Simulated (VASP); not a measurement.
# C (P6_3/mmc) in VASP: further runs

C is run at these levels: PBEsol+D3(BJ); tasks: single point.

Everything below comes from runs of VASP 6.6.1. Logs are shortened: lines on timing, memory, paths and dates and some standing lists are left out, and cuts for length are marked.

## Step 1: The cell of the first run

It takes space group P6_3/mmc (No. 194, hexagonal). Conventional cell: a = 2.680 Å, b = 2.680 Å, c = 5.980 Å, α = 90.00°, β = 90.00°, γ = 120.00°. Within 2.1 Å of C (site symmetry -6m2) lie 3 C at 1.55 Å. C (site symmetry -6m2) has 3 C at 1.55 Å within 2.1 Å.

## Step 2: Single point, PBEsol+D3(BJ) (9.30 Å³/atom)

Input file INCAR:

```
PREC = Accurate
ENCUT = 520
EDIFF = 1E-7
ISMEAR = 0
SIGMA = 0.15
LREAL = F
LASPH = T
NELM = 60
ALGO = Normal
ISIF = 2
LWAVE = F
LCHARG = F
GGA = PS
IVDW = 12
NBANDS = 16
```

Input file KPOINTS:

```
regular mesh
0
Gamma
  21 21 8
```

Input file POSCAR:

```
C
1.0
    2.6795983847      0.0000000000      0.0000000000
   -1.3397991923      2.3206002731      0.0000000000
    0.0000000000      0.0000000000      5.9797917552
C
4
Direct
    0.0000000000      0.0000000000      0.0025000000
    0.0000000000      0.0000000000      0.5025000000
    0.3333333333      0.6666666667      0.0025000000
    0.6666666667      0.3333333333      0.5025000000
```

Potentials or basis: VASP PAW PBE potentials, release 64 (C).

Run with:

```sh
> cat potpaw_PBE.64/C/POTCAR > POTCAR
> mpirun -np 1 vasp_std > vasp.out
```

OUTCAR:

```text
PREC = Accurate
   ENCUT = 520
   EDIFF = 1E-7
   ISMEAR = 0
   LREAL = F
   LASPH = T
   NELM = 60
   ISIF = 2
   GGA = PS
   IVDW = 12
 IVDW          = 12

 ion  position               nearest neighbor table
   1  0.000  0.000  0.002-   3 1.55   3 1.55   3 1.55
   2  0.000  0.000  0.502-   4 1.55   4 1.55   4 1.55
   3  0.333  0.667  0.002-   1 1.55   1 1.55   1 1.55
   4  0.667  0.333  0.502-   2 1.55   2 1.55   2 1.55

  LATTYP: Found a hexagonal cell.
 ALAT       =     2.6795983847
 C/A-ratio  =     2.2316000000

  Lattice vectors:

 A1 = (   2.6795983847,   0.0000000000,   0.0000000000)
 A2 = (  -1.3397991923,   2.3206002731,   0.0000000000)
 A3 = (   0.0000000000,   0.0000000000,   5.9797917552)

Analysis of symmetry for initial positions (statically):
=====================================================================
 Subroutine PRICEL returns:
 Original cell was already a primitive cell.

 Routine SETGRP: Setting up the symmetry group for a
 hexagonal supercell.

 Subroutine GETGRP returns: Found 24 space group operations
 (whereof  6 operations were pure point group operations)
 out of a pool of 24 trial point group operations.

The static configuration has the point symmetry C_3v.
 The point group associated with its full space group is D_6h.

Analysis of symmetry for dynamics (positions and initial velocities):
=====================================================================
 Subroutine PRICEL returns:
 Original cell was already a primitive cell.

 Routine SETGRP: Setting up the symmetry group for a
 hexagonal supercell.

 Subroutine GETGRP returns: Found 24 space group operations
 (whereof  6 operations were pure point group operations)
 out of a pool of 24 trial point group operations.

The dynamic configuration has the point symmetry C_3v.
 The point group associated with its full space group is D_6h.

 Subroutine INISYM returns: Found 24 space group operations
 (whereof  6 operations are pure point group operations),
 and found     1 'primitive' translations

----------------------------------------------------------------------------------------

                                     Primitive cell

  volume of cell :      37.1840

  direct lattice vectors                    reciprocal lattice vectors
     2.679598385  0.000000000  0.000000000     0.373190253  0.215461493  0.000000000
    -1.339799192  2.320600273  0.000000000     0.000000000  0.430922986  0.000000000
     0.000000000  0.000000000  5.979791755     0.000000000  0.000000000  0.167229904

  length of vectors
     2.679598385  2.679598385  5.979791755     0.430922986  0.430922986  0.167229904

  position of ions in fractional coordinates (direct lattice)
     0.000000000  0.000000000  0.002500000
     0.000000000  0.000000000  0.502500000
     0.333333333  0.666666667  0.002500000
     0.666666667  0.333333333  0.502500000

  ion indices of the primitive-cell ions
   primitive index   ion index
                 1           1
                 2           2
                 3           3
                 4           4

----------------------------------------------------------------------------------------

 KPOINTS: regular mesh

Automatic generation of k-mesh.
 Grid dimensions read from file:
 generate k-points for:   21   21    8

 Generating k-lattice:

  Cartesian coordinates                     Fractional coordinates (reciprocal lattice)
     0.017770964  0.010260071  0.000000000     0.047619048  0.000000000  0.000000000
     0.000000000  0.020520142  0.000000000     0.000000000  0.047619048  0.000000000
     0.000000000  0.000000000  0.020903738     0.000000000  0.000000000  0.125000000

  Length of vectors
     0.020520142  0.020520142  0.020903738

  Shift w.r.t. Gamma in fractional coordinates (k-lattice)
     0.000000000  0.000000000  0.000000000

 Subroutine IBZKPT returns following result:
 ===========================================

 Found    240 irreducible k-points:

 Following reciprocal coordinates:
            Coordinates               Weight
  0.000000  0.000000  0.000000      1.000000
  0.047619  0.000000  0.000000      6.000000
  0.095238  0.000000  0.000000      6.000000
  0.142857  0.000000  0.000000      6.000000
  0.190476  0.000000  0.000000      6.000000
  0.238095  0.000000  0.000000      6.000000
[... 16 lines left out ...]
  0.142857  0.095238  0.000000     12.000000
  0.190476  0.095238  0.000000     12.000000
 [... further k-points ...]
   k-points           NKPTS =    240   k-points in BZ     NKDIM =    240   number of bands    NBANDS=     16
   number of dos      NEDOS =    301   number of ions     NIONS =      4
   total plane-waves  NPLWV =  19200
   dimension x,y,z NGX =    20 NGY =   20 NGZ =   48
   dimension x,y,z NGXF=    40 NGYF=   40 NGZF=   96
   ions per type =               4
   NGX,Y,Z   is equivalent  to a cutoff of  12.41, 12.41, 13.34 a.u.
   NGXF,Y,Z  is equivalent  to a cutoff of  24.82, 24.82, 26.69 a.u.
 SYSTEM =  unknown system
   PREC   = accura    normal or accurate (medium, high low for compatibility)
   ISTART =      0    job   : 0-new  1-cont  2-samecut
   ICHARG =      2    charge: 1-file 2-atom 10-const
   ISPIN  =      1    spin polarized calculation?
   LNONCOLLINEAR =      F non collinear calculations
   LSORBIT =      F    spin-orbit coupling
   LASPH  =      T    aspherical Exc in radial PAW
   ENCUT  =  520.0 eV  38.22 Ry    6.18 a.u.   4.98  4.98 11.12*2*pi/ulx,y,z
   NELM   =     60;   NELMIN=  2; NELMDL= -5     # of ELM steps
   EDIFF  = 0.1E-06   stopping-criterion for ELM
   LREAL  =      F    real-space projection
   EDIFFG = 0.1E-05   stopping-criterion for IOM
   NSW    =      0    number of steps for IOM
   IBRION =     -1    ionic relax: 0-MD 1-quasi-New 2-CG
   NFREE  =      0    steps in history (QN), initial steepest desc. (CG)
   ISIF   =      2    stress and relaxation
   ISYM   =      2    0-nonsym 1-usesym 2-fastsym
   POTIM  = 0.5000    time-step for ionic-motion
   TEBEG  =    0.0;   TEEND  =   0.0 temperature during run
   PSTRESS=    0.0 pullay stress
   NELECT =      16.0000    total number of electrons
   NUPDOWN=      -1.0000    fix difference up-down
   EMIN   =  10.00;   EMAX   =-10.00  energy-range for DOS
   EFERMI =   0.00;   METHOD = LEGACY
   ISMEAR =     0;   SIGMA  =   0.15  broadening in eV -4-tet -1-fermi 0-gaus
   EFERMI_NEDOS =   21; number of points for ismear=-14 and -15
   IALGO  =     38    algorithm
   IMIX   =      4    mixing-type and parameters
     AMIX     =   0.40;   BMIX     =  1.00
     AMIX_MAG =   1.60;   BMIX_MAG =  1.00
  volume/ion in A,a.u.               =       9.30        62.73
  Fermi-wavevector in a.u.,A,eV,Ry     =   1.235936  2.335581 20.783427  1.527539
  Thomas-Fermi vector in A             =   2.370565
   LORBIT       =      0    0 simple, 1 ext, 2 COOP (PROOUT), +10 PAW based schemes
   GGA     = PS    functional components
   LHFCALC =     F    Hartree Fock is set to
   AEXX    =    0.0000 exact exchange contribution
   IVDW    =    12    specifies the selected vdW correction
   LEPSILON=     F    determine dielectric tensor
   LRPA    =     F    only Hartree local field effects (RPA)
 non-spin polarized calculation
 Gauss-broadening in eV      SIGMA  =   0.15
  energy-cutoff  :      520.00
  volume of cell :       37.18
 maximum number of plane-waves:      1025
 NGX is ok and might be reduce to    20
   NGX =  9   NGY =  9   NGZ = 23

 number of electron      16.0000000 magnetization

 Free energy of the ion-electron system (eV)
  ---------------------------------------------------
  ext. energy  EPLUGINS =         0.00000000
  ---------------------------------------------------
  free energy    TOTEN  =       -36.70893142 eV

  energy without entropy =      -36.70796820  energy(sigma->0) =      -36.70844981

 E-fermi :   4.1316     XC(G=0): -10.7733

 val. band max:        4.1217238165   @ k =   0.3333   0.3333   0.2500
 cond. band min:       4.1743799113   @ k =   0.3333   0.3333   0.3750
 fundamental gap:      0.0526560948
 Fermi energy:         4.1315884327

 k-point     1 :       0.0000    0.0000    0.0000
  band No.  band energies     occupation
      1     -13.7586      2.00000
      2     -12.9857      2.00000
      3      -3.5148      2.00000
      4       0.1218      2.00000
      5       1.1559      2.00000
      6       1.1559      2.00000
[... 8 lines left out ...]
     15      11.9018      0.00000
     16      12.6184      0.00000

 k-point     2 :       0.0476    0.0000    0.0000
  band No.  band energies     occupation
      1     -13.7116      2.00000
      2     -12.9406      2.00000
      3      -3.4600      2.00000
      4       0.1686      2.00000
      5       0.9380      2.00000
      6       1.0416      2.00000
[... 8 lines left out ...]
     15      12.0372      0.00000
     16      12.4756      0.00000

 k-point     3 :       0.0952    0.0000    0.0000
  band No.  band energies     occupation
      1     -13.5708      2.00000
      2     -12.8054      2.00000
      3      -3.2957      2.00000
      4       0.3083      2.00000
      5       0.3396      2.00000
      6       0.4887      2.00000
[... 8 lines left out ...]
     15      12.0831      0.00000
     16      12.5115      0.00000

 k-point     4 :       0.1429    0.0000    0.0000
  band No.  band energies     occupation
      1     -13.3368      2.00000
      2     -12.5809      2.00000
      3      -3.0233      2.00000
      4      -0.5249      2.00000
      5      -0.3212      2.00000
      6       0.4341      2.00000
[... 8 lines left out ...]
     15      12.5816      0.00000
     16      12.8195      0.00000
[... 324 lines left out ...]
 k-point    22 :       0.0952    0.0952    0.0000
  band No.  band energies     occupation
      1     -13.1967      2.00000
      2     -12.4466      2.00000
      3      -2.8606      2.00000
      4      -0.8371      2.00000
      5      -0.6970      2.00000
      6       0.1376      2.00000
[... 8 lines left out ...]
     15      11.8890      0.00000
     16      13.8652      0.00000

 k-point    23 :       0.1429    0.0952    0.0000
  band No.  band energies     occupation
      1     -12.8714      2.00000
      2     -12.1346      2.00000
      3      -2.4834      2.00000
      4      -1.7137      2.00000
      5      -1.5256      2.00000
      6      -0.3628      2.00000
[... 8 lines left out ...]
     15      12.5290      0.00000
     16      15.0135      0.00000

 k-point    24 :       0.1905    0.0952    0.0000
  band No.  band energies     occupation
      1     -12.4559      2.00000
      2     -11.7366      2.00000
      3      -2.7167      2.00000
      4      -2.4567      2.00000
      5      -2.0040      2.00000
      6      -0.8563      2.00000
[... 8 lines left out ...]
     15      13.4932      0.00000
     16      16.1797      0.00000

 [... further k-points ...]

------------------------ aborting loop because EDIFF is reached ----------------------------------------

 Edisp (eV)   -0.44078

 E8    (eV) :    -0.2139

  FORCE on cell =-STRESS in cart. coord.  units (eV):
  Direction    XX          YY          ZZ          XY          YZ          ZX
  --------------------------------------------------------------------------------------
  -------------------------------------------------------------------------------------
  Total     -19.58296   -19.58296     1.31736    -0.00000     0.00000    -0.00000
  in kB    -843.78702  -843.78702    56.76198    -0.00000     0.00000    -0.00000
  external pressure =     -543.60 kB  Pullay stress =        0.00 kB

 VOLUME and BASIS-vectors are now :
 -----------------------------------------------------------------------------
  energy-cutoff  :      520.00
  volume of cell :       37.18
      direct lattice vectors                 reciprocal lattice vectors
     2.679598385  0.000000000  0.000000000     0.373190253  0.215461493  0.000000000
    -1.339799192  2.320600273  0.000000000     0.000000000  0.430922986  0.000000000
     0.000000000  0.000000000  5.979791755     0.000000000  0.000000000  0.167229904

 POSITION                                       TOTAL-FORCE (eV/Angst)
 -----------------------------------------------------------------------------------
      0.00000      0.00000      0.01495         0.000000     -0.000000     -0.000000
      0.00000      0.00000      3.00485        -0.000000      0.000000      0.000000
     -0.00000      1.54707      0.01495         0.000000     -0.000000     -0.000000
      1.33980      0.77353      3.00485        -0.000000      0.000000      0.000000
 -----------------------------------------------------------------------------------
    total drift:                                0.000000      0.000000      0.000008

  FREE ENERGIE OF THE ION-ELECTRON SYSTEM (eV)
  ---------------------------------------------------
  free  energy   TOTEN  =       -37.1497132276 eV

  energy  without entropy=      -37.1487500078  energy(sigma->0) =      -37.14923162
```

It took 47 s on 1 thread of Intel Xeon 6975P-C (Granite Rapids), shared host; peak memory 0.22 GiB.

What came out:

* Free energy: -37.1497 eV
* Pressure: -54.4 GPa
* Band gap on the k mesh: zero (bands 8 and 9 overlap by 0.13 eV)
* Dispersion energy per atom: -0.110 eV

Caveat: the cell stands under tension; the PAW data sets were made with another functional, which shifts forces and pressure a little.

(Continued in part 2 of 2.)
